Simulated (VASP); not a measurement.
Here is a VASP 6.6.1 calculation.

The input POSCAR:

```
C
1.0
    3.5602834153      0.0000000000      0.0000000000
    0.0000000000     -3.5602834153      0.0000000000
    0.0000000000      0.0000000000     -3.5602834153
C
8
Direct
    0.5000000000      0.0000000000      0.0140438258
    0.0000000000      0.5000000000      0.0000000000
    0.0000000000      0.0000000000      0.5000000000
    0.5000000000      0.5000000000      0.5000000000
    0.7500000000      0.7500000000      0.7500000000
    0.2500000000      0.2500000000      0.7500000000
    0.2500000000      0.7500000000      0.2500000000
    0.7500000000      0.2500000000      0.2500000000
```

File INCAR.step1:

```
SYSTEM = C
ALGO = Normal ; EDIFF = 1E-4
ENCUT = 520 ; GGA = PE
ISMEAR = 0 ; LASPH = .True.
LCHARG = .False. ; LREAL = .False.
LWAVE = .True. ; NBANDS = 26
NELM = 60 ; PREC = Accurate
SIGMA = 0.05
```

Contents of INCAR.step2:

```
SYSTEM = C
ALGO = Normal ; EDIFF = 1E-7
ENCUT = 520 ; ISIF = 2
ISMEAR = 0 ; ISTART = 1
LASPH = .True. ; LCHARG = .False.
LMIXTAU = .True. ; LREAL = .False.
LWAVE = .False. ; METAGGA = R2SCAN
NBANDS = 26 ; NELM = 60
PREC = Accurate ; SIGMA = 0.05
```

The input KPOINTS:

```
k-points
0
Gamma
  6 6 6
  0 0 0
```

Potentials or basis: VASP PAW PBE potentials, release 64 (C).

Run with:

```bash
$ cat potpaw_PBE.64/C/POTCAR > POTCAR
$ cp INCAR.step1 INCAR
$ mpirun -np 1 vasp_std > vasp.out
$ cp INCAR.step2 INCAR
$ mpirun -np 1 vasp_std > vasp.out
```

(1) Predict the band gap on the k mesh.

(2) What does it give for the pressure?

(3) Estimate the largest force.

Results:

(1) 4.14 eV.

(2) 1.4 GPa.

(3) 2.312 eV/Å.

Caveat: the cell differs from its parent crystal (atom 1 (C) moved -0.050 Å along Cartesian [0 0 1]); the PAW data sets were made with another functional, which shifts forces and pressure a little.
